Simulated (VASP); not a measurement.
Here is a VASP 6.6.1 calculation.

The input INCAR:

```
PREC = Accurate
ENCUT = 600
EDIFF = 1E-6
ISMEAR = 0
SIGMA = 0.1
LREAL = False
LASPH = True
NELM = 100
ALGO = Normal
ISIF = 3
LWAVE = False
LCHARG = False
GGA = PE
IBRION = 2
NSW = 100
EDIFFG = -0.01
```

File KPOINTS:

```
Automatic mesh
0
Gamma
  12 12 12
```

POSCAR

```
Ti3Se
1.0
    3.9906267348      0.0000000000      0.0000000000
    0.0000000000      3.9906267348      0.0000000000
    0.0000000000      0.0000000000      3.9906267348
Ti Se
3 1
Direct
    0.0000000000      0.5000000000      0.5000000000
    0.5000000000      0.0000000000      0.5000000000
    0.5000000000      0.5000000000      0.0000000000
    0.0000000000      0.0000000000      0.0000000000
```

Potentials or basis: VASP PAW PBE potentials, release 64 (Ti_sv, Se).

The run is started by

```console
$ cat potpaw_PBE.64/Ti_sv/POTCAR potpaw_PBE.64/Se/POTCAR > POTCAR
$ mpirun -np 1 vasp_std > vasp.out
```

(1) Estimate the band gap on the k mesh.

(2) Estimate the relaxed volume.

(3) Estimate the space group after relaxing (to 0.05 Å).

(4) Estimate the relaxed cell.

Results:

(1) zero (band 21 reaches 10.07 eV, above the bottom of band 22 at 8.03 eV).

(2) 15.92 Å³/atom.

(3) Pm-3m (No. 221).

(4) a = 3.993 Å, b = 3.993 Å, c = 3.993 Å, α = 90.00°, β = 90.00°, γ = 90.00°.
